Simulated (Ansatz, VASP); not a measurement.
# Si3Ge: VASP beside Ansatz

```
Si Ge
1.0
     4.90894    0.00000    0.00000
     0.00000    4.90894    0.00000
     0.00000    0.00000    2.71167
Si Ge
3 1
Direct
  0.00000 0.50000 0.00000
  0.50000 0.00000 0.00000
  0.00000 0.00000 0.50000
  0.50000 0.50000 0.00000
```

Alike in both runs: functional PBE; k mesh 6 × 6 × 4; occupations gaussian, width 0.1 eV; no spin polarisation.

Ansatz relaxed the structure, and its values are those at the end. VASP's run is a single point on that final structure, the one shown.

```csv
,VASP,Ansatz
version,VASP 6.6.1,Ansatz 0.2.0
potentials or method,"VASP PAW PBE potentials, release 64 (Si, Ge_d), cutoff 520 eV","scalar-relativistic, plane waves, PAW"
valence electrons in the cell,26,26
```

|  | VASP | Ansatz | Ansatz less VASP |
| --- | --- | --- | --- |
| gap on the k mesh at the Fermi level (eV) | none | none | - |
| pressure (GPa) | 0.1 | 0.2 | +0.09 |

A gap of «none» marks a metal or a gap that the smearing closes.

The k mesh is coarse, so the values compare programs but aren't converged.
